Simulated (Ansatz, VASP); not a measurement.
**ZrNb2N4: VASP beside Ansatz**

```xyz
7
Lattice="5.8099 -1.5709 0.0056 5.8099 1.5709 0.0056 -2.3751 0.0000 4.7660" Properties=species:S:1:pos:R:3 pbc="T T T"
Zr    0.0000    0.0000    0.0000
Nb    6.6340    0.0000    3.4317
Nb    2.6108    0.0000    1.3454
N     8.7583    0.0000    2.6174
N     0.4865    0.0000    2.1597
N     5.0650    0.0000    4.7779
N     4.1798    0.0000   -0.0008
```

Change from the starting cell: species swapped into the VCr2Te4 type (C2/m, No. 12).

Alike in both runs: functional PBE; k mesh 10 × 10 × 6; occupations gaussian, width 0.1 eV; no spin polarisation.

Ansatz relaxed the structure, and its values are those at the end. VASP's run is a single point on that final structure, the one shown.

|  | VASP | Ansatz |
| --- | --- | --- |
| version | VASP 6.6.1 | Ansatz 0.2.0 |
| potentials or method | VASP PAW PBE potentials, release 64 (Zr_sv, Nb_sv, N), cutoff 520 eV | scalar-relativistic, plane waves, PAW |
| valence electrons in the cell | 58 | 58 |

|  | VASP | Ansatz | Ansatz less VASP |
| --- | --- | --- | --- |
| gap on the k mesh at the Fermi level (eV) | none | none | - |
| pressure (GPa) | -0.2 | 0.0 | +0.22 |
| rms of the force components (eV/Å) | 0.013 | 0.005 | -0.0079 |

A gap of «none» marks a metal or a gap that the smearing closes. With one functional, cell and mesh, what is left measures potentials, basis and numerics.
